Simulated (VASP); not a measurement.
## Ta2N: vibrations by perturbation theory with PBEsol

Ta2N:

```
Ta N
1.0
     3.11286    0.00000    0.00000
    -1.55643    2.69582    0.00000
     0.00000    0.00000    4.86984
Ta N
2 1
Direct
  0.33333 0.66667 0.25471
  0.66667 0.33333 0.74529
  0.00000 0.00000 0.00000
```

```yaml
Program: VASP 6.6.1
Task: vibrations by perturbation theory
Functional: PBEsol
Potentials_or_basis: VASP PAW PBE potentials, release 64 (Ta_pv, N)
Cutoff: 520 eV
k_mesh: 8 × 8 × 6
Occupations: fermi-dirac, width 0.05 eV
Spin: no spin polarisation
Dipole_correction: no
Further_INCAR_settings: ALGO = Normal; EDIFF = 1e-08; IBRION = 8; NSW = 1
```

- Highest phonon frequency at Γ: 532 cm⁻¹

Phonon frequencies in cm⁻¹ (negative: imaginary):
```csv
q point,frequencies
"(0.000, 0.000, 0.000)",0 0 0 87 87 158 490 490 532
```

Run time: 4.4 min on 1 thread of Intel(R) Xeon(R) 6975P-C (Granite Rapids), on a shared host, peak memory 0.39 GiB.

Caveat: the cell stands under pressure or tension, which shifts response properties.
